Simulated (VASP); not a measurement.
Runs of VASP 6.6.1 on TaN. Symmetry: Fm-3m, No. 225, cubic system. The conventional cell has a = 4.358 Å, b = 4.358 Å, c = 4.358 Å, α = 90.00°, β = 90.00°, γ = 90.00°. Ta (site symmetry m-3m) has 6 N at 2.18 Å within 2.9 Å. N (site symmetry m-3m) has 6 Ta at 2.18 Å within 2.9 Å. 

```tsv
level	potentials or basis	gap on the mesh (eV)	pressure (GPa)
RPBE	VASP PAW PBE potentials, release 64 (Ta_pv, N)	none	20.4
PBEsol	VASP PAW PBE potentials, release 64 (Ta_pv, N)	none	(a)
LDA	VASP PAW LDA potentials, release 64 (Ta_pv, N)	none	-0.4
PBE	VASP PAW PBE potentials, release 64 (Ta_pv, N)	none	(b)
revPBE	VASP PAW PBE potentials, release 64 (Ta_pv, N)	none	19.1
```

Alike in all rows: task single point; no spin polarisation; cell as given; k mesh 13 × 13 × 13; cutoff (eV) 520; smearing fermi-dirac 0.1 eV.

Question: Fill in the values left out.

Answer: (a) 5.5; (b) 15.6.

Caveats: spin-orbit coupling is left out, which moves the levels of the heavy elements; the PAW data sets were made with another functional, which shifts forces and pressure a little (some runs).

A k mesh can miss the band edges, and the runs leave out spin-orbit coupling on Ta.

A gap of «none» marks levels without a gap at the run's occupations.
